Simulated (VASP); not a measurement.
Wanted: the native input for a VASP 6.6.1 run.

| Quantity | Value |
| --- | --- |
| Task | single point |
| Functional | LDA |
| Potentials or basis | VASP PAW LDA potentials, release 64 (Rb_sv, Fe, Cl) |
| Cutoff | 520 eV |
| k mesh | 4 × 4 × 4 |
| Occupations | fermi-dirac, width 0.05 eV |
| Spin | collinear spin, ferromagnetic start |
| Starting moments | [0.0, 3.5, 0.0, 0.0, 0.0] μB |
| Hubbard terms | Fe d U = 4.0 eV |
| Dipole correction | no |
| Further INCAR settings | ALGO = Normal; EDIFF = 1e-06; NBANDS = 31 |

The structure of RbFeCl3 lies in POSCAR:

```
RbFeCl3
1.0
    4.9301220000      0.0000000000      0.0000000000
    0.0000000000      4.9301220000      0.0000000000
    0.0000000000      0.0000000000      4.9301220000
Rb Fe Cl
1 1 3
Direct
    0.5000000000      0.5000000000      0.5000000000
    0.0000000000      0.0000000000      0.0000000000
    0.5000000000      0.0000000000      0.0000000000
    0.0000000000      0.5000000000      0.0000000000
    0.0000000000      0.0000000000      0.5000000000
```

The input as run:

INCAR

```
  PREC = Accurate
  ENCUT = 520
  EDIFF = 1E-6
  ISMEAR = -1
  SIGMA = 0.05
  LREAL = F
  LASPH = T
  NELM = 150
  ALGO = Normal
  ISIF = 2
  LWAVE = F
  LCHARG = T
  ISPIN = 2
  MAGMOM = 0 3.5 0 0 0
  LORBIT = 11
  LMAXMIX = 4
  LDAU = T
  LDAUTYPE = 2
  LDAUL = -1 2 -1
  LDAUU = 0 4 0
  LDAUJ = 0 0 0
  LDAUPRINT = 1
  GGA = CA
  LELF = T
  LVHAR = T
  NBANDS = 31
```

KPOINTS

```
regular mesh
0
Gamma
  4 4 4
```

Potentials or basis: VASP PAW LDA potentials, release 64 (Rb_sv, Fe, Cl).

The run is started by

```sh
$ cat potpaw_LDA.64/Rb_sv/POTCAR potpaw_LDA.64/Fe/POTCAR potpaw_LDA.64/Cl/POTCAR > POTCAR
$ mpirun -np 1 vasp_std > vasp.out
```

It gave:

```yaml
Pressure: -3.2 GPa
Band_gap_on_the_k_mesh: zero (filled and empty bands overlap)
Net_moment: 4.00 μB per cell
Site_moments: Rb +0.00; Fe +3.71; Cl +0.07 μB
Valence_electrons_inside_the_program's_atomic_spheres: Rb 7.29; Fe 6.64; Cl 5.11
```

Caveat: a cell with one magnetic atom can't hold antiferromagnetic order, which such compounds often take.

Wall time 110 s on 1 thread of Oxide Virtual Turin-like Processor, with other jobs on the host, peak memory 0.21 GiB.
